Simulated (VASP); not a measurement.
Here is a VASP 6.6.1 calculation.

The input INCAR:

```
PREC = Accurate
ENCUT = 520
EDIFF = 1E-6
ISMEAR = 0
SIGMA = 0.1
LREAL = False
LASPH = True
NELM = 80
ALGO = Normal
ISIF = 2
LWAVE = False
LCHARG = False
GGA = PS
NBANDS = 28
```

KPOINTS

```
regular mesh
0
Gamma
  10 10 8
```

POSCAR

```
LiAuO4
1.0
    3.4310412232      0.0000000000      0.0000000000
    0.0000000000      3.4310412232      0.0000000000
    0.0000000000      0.0000000000      4.9534351262
Li Au O
1 1 4
Direct
    0.5000000000      0.5000000000      0.5000000000
    0.0000000000      0.0000000000      0.0000000000
    0.0000000000      0.5000000000      0.2415626888
    0.5000000000      0.0000000000      0.7584373112
    0.0000000000      0.5000000000      0.7584373112
    0.5000000000      0.0000000000      0.2415626888
```

Potentials or basis: VASP PAW PBE potentials, release 64 (Li_sv, Au, O).

Launch:

```console
$ cat potpaw_PBE.64/Li_sv/POTCAR potpaw_PBE.64/Au/POTCAR potpaw_PBE.64/O/POTCAR > POTCAR
$ mpirun -np 1 vasp_std > vasp.out
```

Q: What does it give for the band gap on the k mesh?

A: Zero (band 19 reaches 4.64 eV, above the bottom of band 20 at 3.70 eV).

Q: Estimate the largest force.

A: 0.059 eV/Å.

Forces in eV/Å, atoms in the order of the input:
```
Li   0.000  0.000  0.000
Au   0.000  0.000  0.000
O    0.000  0.000  0.059
O    0.000  0.000 -0.059
O    0.000  0.000 -0.059
O    0.000  0.000  0.059
```

Caveat: the PAW data sets were made with another functional, which shifts forces and pressure a little; spin-orbit coupling is left out, which moves the levels of the heavy elements.
